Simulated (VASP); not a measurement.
Input of a VASP 6.6.1 run:

The input INCAR:

```
PREC     = Accurate       # precision mode
ENCUT    = 520            # plane-wave cutoff, eV
EDIFF    = 1E-7           # SCF threshold, eV
ISMEAR   = -1             # smearing method
SIGMA    = 0.1            # smearing width, eV
LREAL    = F              # projectors in reciprocal space
LASPH    = T              # aspherical terms in the spheres
NELM     = 100            # most SCF steps
ALGO     = Normal         # electronic algorithm
ISIF     = 2              # what is computed and relaxed
LWAVE    = F              # write WAVECAR
LCHARG   = F              # write CHGCAR
GGA      = RE             # functional
NBANDS   = 17             # bands
```

KPOINTS

```
Automatic mesh
0
Gamma
  15 15 8
```

File POSCAR:

```
Pt
1.0
    2.6618012242      0.0000000000      0.0000000000
   -1.3309006121      2.3051874800      0.0000000000
    0.0000000000      0.0000000000      4.5794732437
Pt
2
Direct
    0.3333333333      0.6666666667      0.2500000000
    0.6666666667      0.3333333333      0.7500000000
```

Potentials or basis: VASP PAW PBE potentials, release 64 (Pt).

Command:

```sh
$ cat potpaw_PBE.64/Pt/POTCAR > POTCAR
$ mpirun -np 1 vasp_std > vasp.out
```

What does it give for the pressure?

40.9 GPa.

Estimate the band gap on the k mesh.

zero (band 10 reaches 13.24 eV, above the bottom of band 11 at 11.74 eV).

Stress tensor (GPa, compression positive):
```
42.23  0.00  0.00
 0.00 42.23  0.00
 0.00  0.00 38.36
```

Caveat: the PAW data sets were made with another functional, which shifts forces and pressure a little; spin-orbit coupling is left out, which moves the levels of the heavy elements.
